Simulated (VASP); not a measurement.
A run of VASP 6.6.1 is set up as follows.

Contents of INCAR:

```
PREC = Accurate ; ENCUT = 520
EDIFF = 1E-6 ; ISMEAR = 0
SIGMA = 0.05 ; LREAL = F
LASPH = T ; NELM = 80
ALGO = Normal ; ISIF = 2
LWAVE = F ; LCHARG = F
GGA = PE ; NBANDS = 15
```

KPOINTS

```
Automatic mesh
0
Gamma
  6 6 4
```

Contents of POSCAR:

```
MgI2
1.0
    4.1846439568      0.0000000000      0.0000000000
   -2.0923219784      3.6240079724      0.0000000000
    0.0000000000      0.0000000000      7.7698369697
Mg I
1 2
Direct
    0.0000000000      0.0000000000      0.0000000000
    0.3333333333      0.6666666667      0.8050686935
    0.6666666667      0.3333333333      0.1949313065
```

Potentials or basis: VASP PAW PBE potentials, release 64 (Mg, I).

Launch:

```sh
$ cat potpaw_PBE.64/Mg/POTCAR potpaw_PBE.64/I/POTCAR > POTCAR
$ mpirun -np 1 vasp_std > vasp.out
```

Task: What does it give for the largest force?

Result: 0.906 eV/Å.

Task: Estimate the pressure.

Result: 2.7 GPa.

Task: Estimate the band gap on the k mesh.

Result: 3.76 eV, indirect (least direct gap 4.12 eV).

Forces on the atoms (eV/Å):
```
Mg   0.000  0.000  0.000
I    0.000  0.000 -0.906
I    0.000  0.000  0.906
```

Caveat: spin-orbit coupling is left out, which moves the levels of the heavy elements; this functional lacks dispersion, which binds the layers, so the pressure and a relaxed spacing across them are unreliable. A k mesh can miss the band edges.
